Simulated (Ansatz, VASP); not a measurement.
**One calculation of BP, two programs**

```
B P
1.0
     0.00000    2.26832    2.26832
     2.15490    0.00000    2.26832
     2.15490    2.26832    0.00000
B P
1 1
Direct
  0.00000 0.00000 0.00000
  0.25000 0.25000 0.25000
```

Change from the starting cell: uniaxial_x strain -5.0%.

Alike in both runs: task single point; functional r2SCAN; k mesh 10 × 10 × 10; no spin polarisation.

|  | VASP | Ansatz |
| --- | --- | --- |
| version | VASP 6.6.1 | Ansatz 0.2.0 |
| potentials or method | VASP PAW PBE potentials, release 64 (B, P) | plane waves, PAW |
| plane-wave cutoff (eV) | 520 | 500 |
| occupations | gaussian, width 0.01 eV | fixed |
| valence electrons in the cell | 8 | 8 |

```csv
,VASP,Ansatz,Ansatz less VASP
gap on the k mesh at the Fermi level (eV),0.56,0.53,-0.027
pressure (GPa),8.9,9.5,+0.57
"traceless stress, the component that is largest in VASP (GPa)",9.59,9.55,-0.046
```

VASP's potentials were made for PBE, not for r2SCAN.
